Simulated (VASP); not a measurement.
Wanted: the native input for a VASP 6.6.1 run.

| Property | Result |
| --- | --- |
| Task | single point |
| Functional | PBE |
| Potentials or basis | VASP PAW PBE potentials, release 64 (Be, Se) |
| Cutoff | 520 eV |
| k mesh | 6 × 6 × 4 |
| Occupations | gaussian, width 0.02 eV |
| Spin | no spin polarisation |
| Dipole correction | no |
| Further INCAR settings | ALGO = Normal; EDIFF = 1e-06; NBANDS = 30 |

The structure of BeSe3 lies in POSCAR:

```
BeSe3
1.0
    5.2213502590      0.0033644482     -0.1994349269
    0.0034031503      5.2246377097      0.0994636653
   -0.4768738331     -0.9778472185      7.4674175854
Be Se
2 6
Direct
    0.9969102960      0.9978225533      0.0001678610
    0.4976340468      0.4975344190      1.0001582771
    0.7375488385      0.7061652542      0.8307352160
    0.2085700458      0.2352190977      0.8307844566
    0.2877329529      0.7904920877      0.1678026111
    0.7603236853      0.2632097494      0.1682991270
    0.0540396839      0.5571345928      0.3555913557
    0.4572404507      0.9524222460      0.6464610955
```

One way to write it, as run:

INCAR

```
SYSTEM = BeSe3
PREC = Accurate ; ENCUT = 520
EDIFF = 1E-6 ; ISMEAR = 0
SIGMA = 0.02 ; LREAL = .FALSE.
LASPH = .TRUE. ; NELM = 60
ALGO = Normal ; ISIF = 2
LWAVE = .FALSE. ; LCHARG = .FALSE.
GGA = PE ; NBANDS = 30
```

KPOINTS

```
regular mesh
0
G
  6 6 4
  0 0 0
```

Potentials or basis: VASP PAW PBE potentials, release 64 (Be, Se).

Run with:

```console
$ cat potpaw_PBE.64/Be/POTCAR potpaw_PBE.64/Se/POTCAR > POTCAR
$ mpirun -np 1 vasp_std > vasp.out
```

Results of the run:

```yaml
Pressure: 0.1 GPa
Largest_force: 0.025 eV/Å
Band_gap_on_the_k_mesh: 0.65 eV (least direct gap 0.66 eV)
```

Caveat: semilocal functionals underestimate gaps, and a narrow one can read as zero.

Wall time 13 min on 1 thread of Oxide Virtual Turin-like Processor (shared host), peak memory 0.47 GiB.
